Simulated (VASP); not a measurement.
TaN, 6 atoms in the cell. The structure is hexagonal, space group P6/mmm (No. 191). Conventional cell: a = 5.247 Å, b = 5.247 Å, c = 2.899 Å, α = 90.00°, β = 90.00°, γ = 120.00°. Within 3.5 Å of Ta (site symmetry 6/mmm) lie 6 N at 2.62 Å and 14 Ta at 2.90 to 3.36 Å. Within 2.9 Å of Ta (site symmetry -6m2) lie 6 N at 2.10 Å and 2 Ta at 2.90 Å. Within 2.9 Å of N (site symmetry mmm) lie 6 Ta at 2.10 to 2.62 Å and 6 N at 2.62 to 2.90 Å. 

```yaml
Program: VASP 6.6.1
Task: single point
Functional: r2SCAN
Potentials_or_basis: VASP PAW PBE potentials, release 64 (Ta_pv, N)
Cutoff: 520 eV
k_mesh: 5 × 5 × 7
Occupations: fermi-dirac, width 0.1 eV
Spin: no spin polarisation
Dipole_correction: no
Further_INCAR_settings: ALGO = Normal; EDIFF = 1e-07; NBANDS = 33
```

Potentials or basis: VASP PAW PBE potentials, release 64 (Ta_pv, N).

Command:

```console
$ cat potpaw_PBE.64/Ta_pv/POTCAR potpaw_PBE.64/N/POTCAR > POTCAR
$ cp INCAR.step1 INCAR
$ mpirun -np 1 vasp_std > vasp.out
$ cp INCAR.step2 INCAR
$ mpirun -np 1 vasp_std > vasp.out
```

Hardware: 1 thread of Intel(R) Xeon(R) 6975P-C (Granite Rapids) (shared host).

**Question.** How long does it take, and how much memory?

**Answer.** Run time: 79 s on 1 thread of Intel(R) Xeon(R) 6975P-C (Granite Rapids), with other jobs on the host, peak memory 0.21 GiB. Counts: k points 20.
